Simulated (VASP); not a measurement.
The system is MgC.

```xyz
4
Lattice="1.7000 -4.4854 0.0000 1.7000 4.4854 0.0000 0.0000 0.0000 3.3770" Properties=species:S:1:pos:R:3 pbc="T T T"
Mg    1.7000   -3.1757    2.5327
Mg    1.7000    3.1757    0.8442
C     1.7000   -0.4485    2.5327
C     1.7000    0.4485    0.8442
```

```yaml
Program: VASP 6.6.1
Task: relaxation of cell and atoms
Functional: PBE
Potentials_or_basis: VASP PAW PBE potentials, release 64 (Mg, C)
Cutoff: 600 eV
k_mesh: 6 × 6 × 6
Occupations: gaussian, width 0.1 eV
Spin: no spin polarisation
```

At the start: pressure -15.1 GPa; volume 12.88 Å³/atom.

Problem. Where does the relaxation end?

Solution. Over 29 steps the energy falls by 356.1 meV/atom and the volume is 10.32 Å³/atom (-19.9 %); space group Cmcm (No. 63, to 0.1 Å) before and after.

The path:
```csv
step,energy change (eV),largest force (eV/Å),pressure (GPa),volume (Å³)
1,0.0000,1.0035,-15.11,51.50
2,-0.9934,1.0085,-4.72,42.87
3,-1.1533,1.1548,11.77,38.08
4,-1.1711,1.2504,4.00,39.75
5,-1.1777,1.2262,6.05,39.27
6,-1.1103,1.7916,11.46,38.46
7,-1.3123,0.5088,7.91,38.94
8,-1.3823,0.3600,-1.86,41.60
9,-1.3831,0.3403,-0.99,41.32
10,-1.3997,0.1369,-0.41,41.35
11,-1.4088,0.0763,0.41,41.37
12,-1.3943,0.6216,2.91,41.38
13,-1.4102,0.1761,0.81,41.37
14,-1.4159,0.0686,0.35,41.77
15,-1.4162,0.0507,0.42,41.70
16,-1.4173,0.0368,-0.48,41.97
17,-1.4174,0.0295,-0.36,41.94
18,-1.4180,0.0423,-0.16,41.84
19,-1.4192,0.1136,0.50,41.54
20,-1.4194,0.1183,0.49,41.52
21,-1.4200,0.1318,0.49,41.48
22,-1.4208,0.1599,0.50,41.40
23,-1.4201,0.2146,0.60,41.22
24,-1.4209,0.1747,0.51,41.35
25,-1.4220,0.1524,0.26,41.37
26,-1.4236,0.0826,-0.40,41.44
27,-1.4236,0.0737,-0.49,41.45
28,-1.4241,0.0471,-0.26,41.38
29,-1.4244,0.0121,0.05,41.28
```

Final structure:
```xyz
4
Lattice="1.8340 -4.1239 0.0000 1.8340 4.1239 0.0000 0.0000 0.0000 2.7287" Properties=species:S:1:pos:R:3 pbc="T T T"
Mg    1.8340   -2.9220    2.0465
Mg    1.8340    2.9220    0.6822
C     1.8340   -0.4538    2.0465
C     1.8340    0.4538    0.6822
```

Caveat: the volume moved by over 15 % at a fixed basis, so the end points are rough.
